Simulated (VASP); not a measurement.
Here is a VASP 6.6.1 calculation.

The input INCAR:

```
PREC = Accurate
ENCUT = 520
EDIFF = 1E-8
ISMEAR = 0
SIGMA = 0.01
LREAL = False
LASPH = True
NELM = 60
ALGO = Normal
ISIF = 2
LWAVE = False
LCHARG = False
NBANDS = 16
IBRION = 8
NSW = 1
```

KPOINTS

```
regular mesh
0
Gamma
  8 8 4
```

Contents of POSCAR:

```
AlN
1.0
    3.0980690070      0.0000000000      0.0000000000
   -1.5490345035      2.6830064628      0.0000000000
    0.0000000000      0.0000000000      4.9612767742
Al N
2 2
Direct
    0.3333333333      0.6666666667     -0.0009064338
    0.6666666667      0.3333333333      0.4990935662
    0.3333333333      0.6666666667      0.3809064338
    0.6666666667      0.3333333333      0.8809064338
```

Potentials or basis: VASP PAW LDA potentials, release 64 (Al, N).

Run with:

```bash
$ cat potpaw_LDA.64/Al/POTCAR potpaw_LDA.64/N/POTCAR > POTCAR
$ mpirun -np 1 vasp_std > vasp.out
```

Question: Estimate the highest phonon frequency at Γ, LO-TO splitting left out.

Answer: 727 cm⁻¹.

Phonon frequencies in cm⁻¹ (negative: imaginary):
| q point | frequencies |
| --- | --- |
| (0.000, 0.000, 0.000) | 0 0 0 239 239 550 618 663 663 675 675 727 |

Caveat: the cell stands under pressure or tension, which shifts response properties.
